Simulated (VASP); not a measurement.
# Cu3O: single point with PBE

The system is Cu3O.

```
Cu O
1.0
     0.00000    2.81649    2.81649
     2.81649    0.00000    2.81649
     2.81649    2.81649    0.00000
Cu O
3 1
Direct
  0.25000 0.25000 0.25000
  0.75000 0.75000 0.75000
  0.50000 0.50000 0.50000
  0.00000 0.00000 0.00000
```

The cell was generated, and may not be a known phase.

```json
{
  "Program": "VASP 6.6.1",
  "Task": "single point",
  "Functional": "PBE",
  "Potentials or basis": "VASP PAW PBE potentials, release 64 (Cu, O)",
  "Cutoff": "520 eV",
  "k mesh": "14 × 14 × 14",
  "Occupations": "gaussian, width 0.1 eV",
  "Spin": "no spin polarisation",
  "Dipole correction": "no",
  "Further INCAR settings": "ALGO = Normal; EDIFF = 1e-06; NBANDS = 28"
}
```

The pressure is 0.1 GPa and the band gap on the k mesh is zero (an odd number of electrons rules out a gap without spin polarisation).

Levels at points of the mesh, in eV from the Fermi level:
```csv
k point,band 17,band 18,band 19,band 20,band 21,band 22,band 23,band 24
"(0.00, 0.00, 0.00)",-1.03,-0.62,-0.62,-0.62,6.94,6.94,6.94,8.76
"(0.50, 0.00, 0.00)",-1.25,-1.25,-0.27,-0.27,1.87,5.43,5.43,8.75
"(0.50, 0.50, 0.00)",-1.05,-0.89,-0.89,0.43,2.67,4.83,4.99,4.99
```

Wall time 2.8 min on 1 thread of Intel Xeon 8259CL, with other jobs on the host, peak memory 0.24 GiB.

With open d or f shells a metallic result of PBE can be an artefact of self-interaction; +U or a hybrid may open a gap.
